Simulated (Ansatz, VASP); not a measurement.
**Mg3Co: VASP beside Ansatz**

The input INCAR:

```
SYSTEM = Mg3Co
PREC = Accurate ; ENCUT = 520
EDIFF = 1E-7 ; ISMEAR = -1
SIGMA = 0.05 ; LREAL = .FALSE.
LASPH = .TRUE. ; NELM = 150
ALGO = Normal ; ISIF = 2
LWAVE = .FALSE. ; LCHARG = .FALSE.
ISPIN = 2 ; MAGMOM = 2 0 0 0
LORBIT = 11 ; LMAXMIX = 4
GGA = PE ; NBANDS = 20
```

File KPOINTS:

```
Automatic mesh
0
G
  7 7 7
  0 0 0
```

Contents of POSCAR:

```
Mg3Co
1.0
    0.0000000000      3.3180016152      3.3180016152
    3.3180016152      0.0000000000      3.3180016152
    3.3180016152      3.3180016152      0.0000000000
Co Mg
1 3
Direct
    0.0000000000      0.0000000000      0.0000000000
    0.7500000000      0.7500000000      0.7500000000
    0.5000000000      0.5000000000      0.5000000000
    0.2500000000      0.2500000000      0.2500000000
```

The input input.yaml:

```yaml
crystal:
  lattice:
    - [0.0, 3.3180016152, 3.3180016152]
    - [3.3180016152, 0.0, 3.3180016152]
    - [3.3180016152, 3.3180016152, 0.0]
  atoms:
    - { symbol: Co, position: [0.0, 0.0, 0.0], spin: 2.0 }
    - { symbol: Mg, position: [0.75, 0.75, 0.75] }
    - { symbol: Mg, position: [0.5, 0.5, 0.5] }
    - { symbol: Mg, position: [0.25, 0.25, 0.25] }
hamiltonian:
  xc: pbe
  pseudopotentials: { kind: paw }
magnetization:
  spin_polarized: true
kpoints:
  mp_grid: { grid: [7, 7, 7] }
scf:
  occupations: { method: fermi_dirac, width: 0.05 }
output:
  forces: true
  stress: true
  eigenvalues: true
```

Alike in both runs: task single point; functional PBE; k mesh 7 × 7 × 7; occupations fermi-dirac, width 0.05 eV; collinear spin.

|  | VASP | Ansatz |
| --- | --- | --- |
| version | VASP 6.6.1 | Ansatz 0.2.0 |
| potentials or method | VASP PAW PBE potentials, release 64 (Co, Mg) | Ansatz PAW |
| plane-wave cutoff (eV) | 520 | 420 |
| valence electrons in the cell | 15 | 47 |

|  | VASP | Ansatz | Ansatz less VASP |
| --- | --- | --- | --- |
| gap on the k mesh at the Fermi level (eV) | none | none | - |
| pressure (GPa) | -2.8 | -2.8 | +0.09 |
| net moment per atom (μB) | 0.15 | 0.16 | +0.005 |
| size of the moment on the site where the two differ most (μB) | 0.70 | 0.74 | +0.033 |

Site moments also hang on the region over which each program counts them. A gap of «none» marks a metal or a gap that the smearing closes. VASP's potentials hold 15 valence electrons a cell and Ansatz's 47, so a difference there can come from the potentials and not from the codes.
